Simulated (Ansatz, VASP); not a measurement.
This is a calculation of FePt for Ansatz 0.2.0.

File input.yaml:

```yaml
crystal:
  lattice:
    - [2.7235, 0.0, 0.0]
    - [0.0, 2.7235, 0.0]
    - [0.0, 0.0, 3.72]
  atoms:
    - { symbol: Pt, position: [0.5, 0.5, 0.5] }
    - { symbol: Fe, position: [0.0, 0.0, 0.0], spin: 3.0 }
kpoints:
  mp_grid: { grid: [10, 10, 7] }
scf:
  occupations: { method: gaussian, width: 0.017 }
hamiltonian:
  xc: pbe
  pseudopotentials: { kind: all_electron, lapw: { basis_error: 0.001 } }
magnetization:
  spin_polarized: true
output:
  forces: true
  stress: true
  eigenvalues: true
```

Potentials or basis: all-electron LAPW, scalar-relativistic.

Run with:

```bash
$ ansatz run input.yaml --threads 2 --pin off --max-ram 6144MiB --backend cpu --events-out ev --progress --plain --runs-dir out
```

Task: Translate it to VASP 6.6.1. Potentials there: VASP PAW PBE potentials, release 64 (Pt, Fe).

Result: As run (the cutoff follows the program's own potentials):

The input INCAR:

```
SYSTEM = FePt
PREC     = Accurate       ! precision mode
ENCUT    = 520            ! plane-wave cutoff, eV
EDIFF    = 1E-6           ! SCF threshold, eV
ISMEAR   = 0              ! smearing method
SIGMA    = 0.017          ! smearing width, eV
LREAL    = .False.        ! projectors in reciprocal space
LASPH    = .True.         ! aspherical terms in the spheres
NELM     = 150            ! most SCF steps
ALGO     = Fast           ! electronic algorithm
ISIF     = 2              ! what is computed and relaxed
LWAVE    = .False.        ! write WAVECAR
LCHARG   = .False.        ! write CHGCAR
ISPIN    = 2              ! spin polarisation
MAGMOM   = 0 3            ! initial moments
LORBIT   = 11             ! projections on sites
LMAXMIX  = 4              ! l up to which the mixer works
GGA      = PE             ! functional
NBANDS   = 20             ! bands
```

The input KPOINTS:

```
regular mesh
0
Gamma
  10 10 7
  0 0 0
```

Contents of POSCAR:

```
FePt
1.0
    2.7235000000      0.0000000000      0.0000000000
    0.0000000000      2.7235000000      0.0000000000
    0.0000000000      0.0000000000      3.7200000000
Pt Fe
1 1
Direct
    0.5000000000      0.5000000000      0.5000000000
    0.0000000000      0.0000000000      0.0000000000
```

Potentials or basis: VASP PAW PBE potentials, release 64 (Pt, Fe).

Command:

```sh
$ cat potpaw_PBE.64/Pt/POTCAR potpaw_PBE.64/Fe/POTCAR > POTCAR
$ mpirun -np 1 vasp_std > vasp.out
```

Both were run:

|  | VASP | Ansatz | Ansatz less VASP |
| --- | --- | --- | --- |
| gap on the k mesh at the Fermi level (eV) | none | none | - |
| pressure (GPa) | 2.7 | 3.4 | +0.64 |
| traceless stress, the component that is largest in VASP (GPa) | 0.41 | 0.30 | -0.111 |
| net moment per atom (μB) | 1.63 | 1.64 | +0.013 |
| size of the moment on the site where the two differ most (μB) | 2.91 | 2.97 | +0.060 |

Site moments also hang on the region over which each program counts them. A gap of «none» marks a metal or a gap that the smearing closes. Ansatz ran all-electron here, and VASP with PAW potentials.

Spin-orbit coupling is off throughout.
